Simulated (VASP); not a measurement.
# PbS (Cmcm) in VASP: notebook, part 2 of 2

VASP 6.6.1.

### Step 4. Single point, BLYP+D4

Input file INCAR:

```
SYSTEM = PbS
PREC = Accurate
ENCUT = 520
EDIFF = 1E-6
ISMEAR = -1
SIGMA = 0.05
LREAL = .False.
LASPH = .True.
NELM = 100
ALGO = Normal
ISIF = 2
LWAVE = .False.
LCHARG = .False.
GGA = B5
ALDAX = 1.0
AGGAX = 1.0
AGGAC = 1.0
ALDAC = 0.0
IVDW = 13
VDW_S6 = 1.0
VDW_S8 = 2.34076671
VDW_A1 = 0.44488865
VDW_A2 = 4.0933009
NBANDS = 28
```

Input file KPOINTS:

```
Automatic mesh
0
Gamma
  7 7 6
  0 0 0
```

Input file POSCAR:

```
PbS
1.0
    2.0799526950     -5.9912968650      0.0000000000
    2.0799526950      5.9912968650      0.0000000000
    0.0000000000      0.0000000000      4.2793209400
Pb S
2 2
Direct
    0.1305633500      0.8694366500      0.2500000000
    0.8694366500      0.1305633500      0.7500000000
    0.3547970900      0.6452029100      0.2500000000
    0.6452029100      0.3547970900      0.7500000000
```

Potentials or basis: VASP PAW PBE potentials, release 64 (Pb_d, S).

The run is started by

```sh
cat potpaw_PBE.64/Pb_d/POTCAR potpaw_PBE.64/S/POTCAR > POTCAR
mpirun -np 1 vasp_std > vasp.out
```

OUTCAR:

```text
SYSTEM = PbS
   PREC = Accurate
   ENCUT = 520
   EDIFF = 1E-6
   ISMEAR = -1
   LREAL = .False.
   LASPH = .True.
   NELM = 100
   ISIF = 2
   GGA = B5
   IVDW = 13

 ion  position               nearest neighbor table
   1  0.131  0.869  0.250-   3 2.69   4 2.99   4 2.99   4 2.99   4 2.99   2 3.79   2 3.79   2 4.13
                             2 4.13   2 4.13   2 4.13
   2  0.869  0.131  0.750-   4 2.69   3 2.99   3 2.99   3 2.99   3 2.99   1 3.79   1 3.79   1 4.13
                             1 4.13   1 4.13   1 4.13
   3  0.355  0.645  0.250-   1 2.69   2 2.99   2 2.99   2 2.99   2 2.99
   4  0.645  0.355  0.750-   2 2.69   1 2.99   1 2.99   1 2.99   1 2.99

  LATTYP: Found a base centered orthorhombic cell.
 ALAT       =     4.1599053900
 B/A-ratio  =     2.8804966956
 C/A-ratio  =     1.0287063139

  Lattice vectors:

 A1 = (   2.0799526950,  -5.9912968650,   0.0000000000)
 A2 = (   2.0799526950,   5.9912968650,   0.0000000000)
 A3 = (   0.0000000000,   0.0000000000,   4.2793209400)

Analysis of symmetry for initial positions (statically):
=====================================================================
 Subroutine PRICEL returns:
 Original cell was already a primitive cell.

[... 177 lines left out ...]
 cond. band min:       6.5637152215   @ k =   0.4286   0.4286   0.0000
 fundamental gap:      1.3033932204
 Fermi energy:         5.9534654452

 k-point     1 :       0.0000    0.0000    0.0000
  band No.  band energies     occupation
      1     -11.0501      2.00000
      2     -10.9537      2.00000
      3     -10.9445      2.00000
      4     -10.9415      2.00000
      5     -10.9075      2.00000
      6     -10.9055      2.00000
[... 733 lines left out ...]
     27      12.9926      0.00000
     28      13.7777      0.00000

 [... further k-points ...]

------------------------ aborting loop because EDIFF is reached ----------------------------------------

  DFT-D4 for vdW energy calculation

  Edisp (eV):   -2.80943

  FORCE on cell =-STRESS in cart. coord.  units (eV):
  Direction    XX          YY          ZZ          XY          YZ          ZX
  --------------------------------------------------------------------------------------
  -------------------------------------------------------------------------------------
  Total       0.56981     0.69199     0.63083     0.00000     0.00000     0.00000
  in kB       8.55974    10.39522     9.47639     0.00000     0.00000     0.00000
  external pressure =        9.48 kB  Pullay stress =        0.00 kB

 VOLUME and BASIS-vectors are now :
 -----------------------------------------------------------------------------
  energy-cutoff  :      520.00
  volume of cell :      106.65
      direct lattice vectors                 reciprocal lattice vectors
     2.079952695 -5.991296865  0.000000000     0.240390083 -0.083454386  0.000000000
     2.079952695  5.991296865  0.000000000     0.240390083  0.083454386  0.000000000
     0.000000000  0.000000000  4.279320940     0.000000000  0.000000000  0.233681936

 POSITION                                       TOTAL-FORCE (eV/Angst)
 -----------------------------------------------------------------------------------
      2.07995      4.42681      1.06983         0.000000      0.254982      0.000000
      2.07995     -4.42681      3.20949         0.000000     -0.254982     -0.000000
      2.07995      1.73991      1.06983         0.000000     -0.189734      0.000000
      2.07995     -1.73991      3.20949         0.000000      0.189734      0.000000
 -----------------------------------------------------------------------------------
    total drift:                               -0.000000     -0.000000      0.000000

  FREE ENERGIE OF THE ION-ELECTRON SYSTEM (eV)
  ---------------------------------------------------
  free  energy   TOTEN  =       -17.9960565699 eV

  energy  without entropy=      -17.9960564555  energy(sigma->0) =      -17.99605651
```

stdout:

```text
POSCAR found type information on POSCAR PbS
 POSCAR found :  2 types and       4 ions
 scaLAPACK will be used
 -----------------------------------------------------------------------------
|                                                                             |
|                                                                             |
|     You enforced a specific xc type in the INCAR file but a different       |
|     I HOPE YOU KNOW WHAT YOU ARE DOING!                                     |
|                                                                             |
 -----------------------------------------------------------------------------

 LDA part: xc-table for (Slater(with rela. corr.)+VWN5), standard interpolation
 POSCAR, INCAR and KPOINTS ok, starting setup
 FFT: planning ... GRIDC
 FFT: planning ... GRID_SOFT
 FFT: planning ... GRID
 WAVECAR not read
 entering main loop
```

Run time: 1.7 min. Hardware: 1 thread of Intel Xeon 6975P-C (Granite Rapids), shared host; peak memory 0.34 GiB.

Results:

```
Free energy                : -17.9961 eV
Pressure                   : 0.9 GPa
Largest force              : 0.255 eV/Å
Band gap on the k mesh     : 1.30 eV (least direct gap 1.49 eV)
Dispersion energy per atom : -0.702 eV
```

Forces in eV/Å, atoms in the order of the input:
```
Pb   0.000  0.255  0.000
Pb   0.000 -0.255  0.000
S    0.000 -0.190  0.000
S    0.000  0.190  0.000
```

Levels at points of the mesh, in eV from the valence-band top:
| k point | band 17 | band 18 | band 19 | band 20 | band 21 | band 22 | band 23 | band 24 |
| --- | --- | --- | --- | --- | --- | --- | --- | --- |
| (0.00, 0.00, 0.00) | -2.25 | -1.54 | -1.38 | -0.41 | 4.77 | 4.92 | 5.06 | 5.60 |
| (0.00, 0.00, 0.50) | -1.00 | -1.00 | -0.02 | -0.02 | 1.98 | 1.98 | 2.86 | 2.86 |

Caveat: the PAW data sets were made with another functional, which shifts forces and pressure a little; spin-orbit coupling is left out, which moves the levels of the heavy elements; an odd mesh through Γ misses points on the zone boundary, where band edges can lie.

### Step 5. Summary

```csv
level,spin,k mesh,cutoff (eV),smearing,tolerance level,purpose,start,dipole correction,gap on the mesh (eV),pressure (GPa),largest force (eV/Å)
PBE,"non-collinear, zero start, SOC",6 × 6 × 6,400,gaussian 0.03 eV,tight,restart,from scratch,-,-,0.9,0.06
RPBE+D3(BJ),off,7 × 7 × 6,520,fermi-dirac 0.05 eV,-,-,-,no,1.34,-11.1,0.13
BLYP+D4,off,7 × 7 × 6,520,fermi-dirac 0.05 eV,-,-,-,no,1.30,0.9,0.25
```

Alike in all rows: task single point; potentials or basis VASP PAW PBE potentials, release 64 (Pb_d, S); cell as given.

The pressure there spans -11.1 GPa (RPBE+D3(BJ)) to 0.9 GPa (BLYP+D4); a positive pressure means that this level wants a larger cell, a negative one a smaller.

Caveats: the PAW data sets were made with another functional, which shifts forces and pressure a little (at least some runs); spin-orbit coupling is left out, which moves the levels of the heavy elements (at least some runs); an odd mesh through Γ misses points on the zone boundary, where band edges can lie (at least some runs); the cell stands under tension (at least some runs).

Total energies depend on the potentials used, so only differences within one code and one set of settings carry meaning.
